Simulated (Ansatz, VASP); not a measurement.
# MgCd3Te4: VASP beside Ansatz

```
CELL_PARAMETERS angstrom
4.32632 0.00000 0.00000
-2.16316 3.74670 0.00000
0.00000 0.00000 14.02043
ATOMIC_POSITIONS crystal
Mg 0.33333 0.66667 0.49800
Cd 0.33333 0.66667 0.99800
Cd 0.66667 0.33333 0.24800
Cd 0.66667 0.33333 0.74800
Te 0.33333 0.66667 0.18700
Te 0.33333 0.66667 0.68700
Te 0.66667 0.33333 0.43700
Te 0.66667 0.33333 0.93700
```

Alike in both runs: task relaxation of cell and atoms; functional PBE; k mesh 6 × 6 × 2; occupations gaussian, width 0.1 eV; no spin polarisation.

|  | VASP | Ansatz |
| --- | --- | --- |
| version | VASP 6.6.1 | Ansatz 0.2.0 |
| potentials or method | VASP PAW PBE potentials, release 64 (Mg, Cd, Te), cutoff 600 eV | scalar-relativistic, plane waves, PAW |
| valence electrons in the cell | 62 | 134 |

Ansatz gave:

- gap on the k mesh at the Fermi level, each at its own relaxed structure (eV): 0.92
- relaxed volume (Å³/atom): 35.64
- relaxed length of the cell vector where the two differ most in proportion (Å): 15.213

Q: Which values does VASP return?

A: gap on the k mesh at the Fermi level, each at its own relaxed structure (eV): 0.90; relaxed volume (Å³/atom): 35.90; relaxed length of the cell vector where the two differ most in proportion (Å): 15.264.

VASP's potentials hold 62 valence electrons a cell and Ansatz's 134, so a difference there can come from the potentials and not from the codes.

Neither program's run includes spin-orbit coupling. Noted on VASP's run: the volume moved by over 15 % at a fixed basis, so the end points are rough.
